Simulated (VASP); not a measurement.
Runs of VASP 6.6.1 on InSb3. The structure is that of space group P4/mmm (No. 123), or close to it. The cells are those of the table. 

```tsv
cell	gap on the mesh (eV)	pressure (GPa)
a = 5.112, b = 5.112, c = 4.544 Å, 4 atoms	none	-5.2
a = 5.112, b = 5.112, c = 4.733 Å, 4 atoms	none	-6.3
a = 4.355, b = 4.355, c = 4.733 Å, 4 atoms	none	(a)
a = 4.355, b = 4.355, c = 4.923 Å, 4 atoms	none	10.0
```

Alike in all rows: task single point; level PBE+D3(BJ); potentials or basis VASP PAW PBE potentials, release 64 (In_d, Sb); no spin polarisation; k mesh 10 × 10 × 10; cutoff (eV) 520; smearing gaussian 0.15 eV.

Question: Estimate the missing entries.

Answer: (a) 14.3.

Caveats: spin-orbit coupling is left out, which moves the levels of the heavy elements; the cell stands under tension (at least some runs); the cell stands under pressure (at least some runs).

A k mesh can miss the band edges, and the runs leave out spin-orbit coupling on In, Sb.

A gap of «none» marks levels without a gap at the run's occupations.
